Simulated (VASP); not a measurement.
# Ir in VASP: notebook, part 2 of 3

VASP 6.6.1. Earlier steps stand in the parts before.

### Step 3. Electric field gradients, PBE (zz strain of +2 %)

The input, INCAR:

```
SYSTEM = Ir
PREC = Accurate ; ENCUT = 520
EDIFF = 1E-8 ; ISMEAR = -1
SIGMA = 0.05 ; LREAL = .FALSE.
LASPH = .TRUE. ; NELM = 80
ALGO = Normal ; ISIF = 2
LWAVE = .FALSE. ; LCHARG = .FALSE.
GGA = PE ; LEFG = .TRUE.
NBANDS = 10
```

The input, KPOINTS:

```
regular mesh
0
G
  15 15 15
  0 0 0
```

The input, POSCAR:

```
Ir
1.0
    0.0000000000      1.9197000000      1.9580940000
    1.9197000000      0.0000000000      1.9580940000
    1.9197000000      1.9197000000      0.0000000000
Ir
1
Direct
    0.0000000000      0.0000000000      0.0000000000
```

Potentials or basis: VASP PAW PBE potentials, release 64 (Ir).

Launch:

```sh
> cat potpaw_PBE.64/Ir/POTCAR > POTCAR
> mpirun -np 1 vasp_std > vasp.out
```

OUTCAR:

```text
SYSTEM = Ir
   PREC = Accurate
   ENCUT = 520
   EDIFF = 1E-8
   ISMEAR = -1
   LREAL = .FALSE.
   LASPH = .TRUE.
   NELM = 80
   ISIF = 2
   GGA = PE

 ion  position               nearest neighbor table
   1  0.000  0.000  0.000-

  LATTYP: Found a body centered tetragonal cell.
 ALAT       =     2.7148657757
 C/A-ratio  =     1.4424978336

  Lattice vectors:

 A1 = (  -1.9197000000,   0.0000000000,   1.9580940000)
 A2 = (   1.9197000000,   0.0000000000,   1.9580940000)
 A3 = (   0.0000000000,   1.9197000000,  -1.9580940000)

Analysis of symmetry for initial positions (statically):
[... 515 lines left out ...]

  FREE ENERGIE OF THE ION-ELECTRON SYSTEM (eV)
  ---------------------------------------------------
  free  energy   TOTEN  =        -8.8544361596 eV

  energy  without entropy=       -8.8462039971  energy(sigma->0) =       -8.85032008

 Electric field gradients (V/A^2)
---------------------------------------------------------------------
 ion       V_xx      V_yy      V_zz      V_xy      V_xz      V_yz
---------------------------------------------------------------------
   1      -7.315    -7.315    14.631     0.000     0.000     0.000
---------------------------------------------------------------------

 Electric field gradients after diagonalization (V/A^2)
 (convention: |V_zz| > |V_xx| > |V_yy|)
----------------------------------------------------------------------
 ion       V_xx      V_yy      V_zz     asymmetry (V_yy - V_xx)/ V_zz
----------------------------------------------------------------------
   1      -7.316    -7.315    14.631       0.000
----------------------------------------------------------------------

           NMR quadrupolar parameters

 Cq : quadrupolar parameter    Cq=e*Q*V_zz/h
 eta: asymmetry parameters     (V_yy - V_xx)/ V_zz
 Q  : nuclear electric quadrupole moment in mb (millibarn)
----------------------------------------------------------------------
 ion       Cq(MHz)       eta       Q (mb)
----------------------------------------------------------------------
   1       0.035       0.000       1.000
----------------------------------------------------------------------
```

OSZICAR:

```text
N       E                     dE             d eps       ncg     rms          rms(c)
DAV:   1     0.480626887833E+02    0.48063E+02   -0.43465E+03  5784   0.819E+02
DAV:   2    -0.850141621111E+01   -0.56564E+02   -0.53750E+02  5906   0.196E+02
DAV:   3    -0.941023497105E+01   -0.90882E+00   -0.90569E+00  6660   0.302E+01
DAV:   4    -0.941880098994E+01   -0.85660E-02   -0.85642E-02  6520   0.274E+00
DAV:   5    -0.941897672567E+01   -0.17574E-03   -0.17573E-03  6576   0.380E-01    0.144E+01
DAV:   6    -0.894518179307E+01    0.47379E+00   -0.84975E-01  6440   0.113E+01    0.584E+00
DAV:   7    -0.886044286690E+01    0.84739E-01   -0.26608E-01  6824   0.580E+00    0.147E+00
DAV:   8    -0.885772846099E+01    0.27144E-02   -0.20969E-03  6212   0.476E-01    0.106E+00
DAV:   9    -0.885442977087E+01    0.32987E-02   -0.20752E-03  6482   0.631E-01    0.143E-02
DAV:  10    -0.885443496712E+01   -0.51962E-05   -0.11640E-05  7958   0.316E-02    0.258E-02
DAV:  11    -0.885443616113E+01   -0.11940E-05   -0.98285E-07  6346   0.113E-02    0.110E-03
DAV:  12    -0.885443613647E+01    0.24665E-07   -0.13377E-08  6512   0.106E-03    0.997E-04
DAV:  13    -0.885443615328E+01   -0.16817E-07   -0.24107E-09  3364   0.308E-04    0.980E-05
DAV:  14    -0.885443615965E+01   -0.63615E-08   -0.97125E-11  3084   0.117E-04
   1 F= -.88544362E+01 E0= -.88503201E+01  d E =-.823216E-02
```

stdout:

```text
POSCAR found type information on POSCAR Ir
 POSCAR found :  1 types and       1 ions
 scaLAPACK will be used
 LDA part: xc-table for (Slater+PW92), standard interpolation
 POSCAR, INCAR and KPOINTS ok, starting setup
 FFT: planning ... GRIDC
 FFT: planning ... GRID_SOFT
 FFT: planning ... GRID
 WAVECAR not read
 entering main loop
ion   1
```

It took 21 s on 1 thread of Intel Xeon Platinum 8375C at 2.90GHz (Ice Lake), shared host; peak memory 0.16 GiB.

Results:

```yaml
Free_energy: -8.8544 eV
Pressure: 2.1 GPa
```

Levels at points of the mesh, in eV from the Fermi level:
| k point | band 2 | band 3 | band 4 | band 5 | band 6 | band 7 |
| --- | --- | --- | --- | --- | --- | --- |
| (0.00, 0.00, 0.00) | -3.98 | -3.72 | -3.72 | -1.38 | -1.04 | 14.33 |

Electric field gradients, principal values (V/Å²):
```csv
atom,least,middle,greatest (by size)
1 Ir,-7.315,-7.316,14.631
```

Caveat: the cell differs from its parent crystal (zz strain of +2 %); without QUAD_EFG the Cq values of the log hold for a quadrupole moment of 1 mb, not for the nuclei; spin-orbit coupling is left out, which moves the levels of the heavy elements.

### Step 4. Electric field gradients, PBE (volume scaled by 0.94)

The input, INCAR:

```
PREC = Accurate
ENCUT = 520
EDIFF = 1E-8
ISMEAR = -1
SIGMA = 0.05
LREAL = False
LASPH = True
NELM = 100
ALGO = Normal
ISIF = 2
LWAVE = False
LCHARG = False
GGA = PE
LEFG = True
NBANDS = 10
```

The input, KPOINTS:

```
Automatic mesh
0
Gamma
  15 15 15
```

The input, POSCAR:

```
Ir
1.0
    0.0000000000      1.8805114529      1.8805114529
    1.8805114529      0.0000000000      1.8805114529
    1.8805114529      1.8805114529      0.0000000000
Ir
1
Direct
    0.0000000000      0.0000000000      0.0000000000
```

Potentials or basis: VASP PAW PBE potentials, release 64 (Ir).

Launch:

```sh
> cat potpaw_PBE.64/Ir/POTCAR > POTCAR
> mpirun -np 1 vasp_std > vasp.out
```

OUTCAR:

```text
PREC = Accurate
   ENCUT = 520
   EDIFF = 1E-8
   ISMEAR = -1
   LREAL = False
   LASPH = True
   NELM = 100
   ISIF = 2
   GGA = PE

 ion  position               nearest neighbor table
   1  0.000  0.000  0.000-

  LATTYP: Found a face centered cubic cell.
 ALAT       =     3.7610229058

  Lattice vectors:

 A1 = (   0.0000000000,   1.8805114529,   1.8805114529)
 A2 = (   1.8805114529,   0.0000000000,   1.8805114529)
 A3 = (   1.8805114529,   1.8805114529,   0.0000000000)

Analysis of symmetry for initial positions (statically):
=====================================================================
 Subroutine PRICEL returns:
 Original cell was already a primitive cell.

 Routine SETGRP: Setting up the symmetry group for a
 face centered cubic supercell.
[... 492 lines left out ...]
  in kB      382.3087536    382.3087536    382.3087536     -0.0000000      0.0000000     -0.0000000
  external PRESSURE =     382.3087536 kB  Pullay stress =       0.0000000 kB

 VOLUME and BASIS-vectors are now :
 -----------------------------------------------------------------------------
  energy-cutoff  :      520.00
  volume of cell :       13.30
      direct lattice vectors                 reciprocal lattice vectors
     0.000000000  1.880511453  1.880511453    -0.265885113  0.265885113  0.265885113
     1.880511453  0.000000000  1.880511453     0.265885113 -0.265885113  0.265885113
     1.880511453  1.880511453  0.000000000     0.265885113  0.265885113 -0.265885113

 POSITION                                       TOTAL-FORCE (eV/Angst)
 -----------------------------------------------------------------------------------
      0.00000      0.00000      0.00000         0.000000      0.000000      0.000000
 -----------------------------------------------------------------------------------
    total drift:                               -0.000000     -0.000000     -0.000000

  FREE ENERGIE OF THE ION-ELECTRON SYSTEM (eV)
  ---------------------------------------------------
  free  energy   TOTEN  =        -8.7262329612 eV

  energy  without entropy=       -8.7188954573  energy(sigma->0) =       -8.72256421

 Electric field gradients (V/A^2)
---------------------------------------------------------------------
 ion       V_xx      V_yy      V_zz      V_xy      V_xz      V_yz
---------------------------------------------------------------------
   1       0.000    -0.000    -0.000    -0.000    -0.000    -0.000
---------------------------------------------------------------------

 Electric field gradients after diagonalization (V/A^2)
 (convention: |V_zz| > |V_xx| > |V_yy|)
----------------------------------------------------------------------
 ion       V_xx      V_yy      V_zz     asymmetry (V_yy - V_xx)/ V_zz
----------------------------------------------------------------------
   1       0.000     0.000    -0.000       0.000
----------------------------------------------------------------------

           NMR quadrupolar parameters

 Cq : quadrupolar parameter    Cq=e*Q*V_zz/h
 eta: asymmetry parameters     (V_yy - V_xx)/ V_zz
 Q  : nuclear electric quadrupole moment in mb (millibarn)
----------------------------------------------------------------------
 ion       Cq(MHz)       eta       Q (mb)
----------------------------------------------------------------------
   1      -0.000       0.000       1.000
----------------------------------------------------------------------
```

OSZICAR:

```text
N       E                     dE             d eps       ncg     rms          rms(c)
DAV:   1     0.479296156445E+02    0.47930E+02   -0.44763E+03  2432   0.832E+02
DAV:   2    -0.841819184148E+01   -0.56348E+02   -0.53238E+02  2464   0.200E+02
DAV:   3    -0.924385572507E+01   -0.82566E+00   -0.82363E+00  2788   0.291E+01
DAV:   4    -0.925152793002E+01   -0.76722E-02   -0.76709E-02  2802   0.260E+00
DAV:   5    -0.925167117532E+01   -0.14325E-03   -0.14324E-03  2714   0.335E-01    0.181E+01
DAV:   6    -0.883001539507E+01    0.42166E+00   -0.62909E-01  2714   0.996E+00    0.786E+00
DAV:   7    -0.873271999468E+01    0.97295E-01   -0.26410E-01  2908   0.596E+00    0.142E+00
DAV:   8    -0.872961364058E+01    0.31064E-02   -0.21281E-03  2606   0.515E-01    0.993E-01
DAV:   9    -0.872622831811E+01    0.33853E-02   -0.23904E-03  2686   0.698E-01    0.229E-02
DAV:  10    -0.872623187488E+01   -0.35568E-05   -0.14401E-05  3476   0.368E-02    0.228E-02
DAV:  11    -0.872623299360E+01   -0.11187E-05   -0.10603E-06  2680   0.112E-02    0.106E-03
DAV:  12    -0.872623291571E+01    0.77887E-07   -0.16927E-08  2686   0.118E-03    0.108E-03
DAV:  13    -0.872623296093E+01   -0.45225E-07   -0.31609E-09  1392   0.345E-04    0.102E-04
DAV:  14    -0.872623296122E+01   -0.28194E-09   -0.12733E-10  1270   0.138E-04
   1 F= -.87262330E+01 E0= -.87225642E+01  d E =-.733750E-02
```

Run time: 11 s. Hardware: 1 thread of AMD EPYC 9R14 (Zen 4), shared host; peak memory 0.11 GiB.

Results:

| Quantity | Value |
| --- | --- |
| Free energy | -8.7262 eV |
| Pressure | 38.2 GPa |

Caveat: without QUAD_EFG the Cq values of the log hold for a quadrupole moment of 1 mb, not for the nuclei; spin-orbit coupling is left out, which moves the levels of the heavy elements.

(Continued in part 3 of 3.)
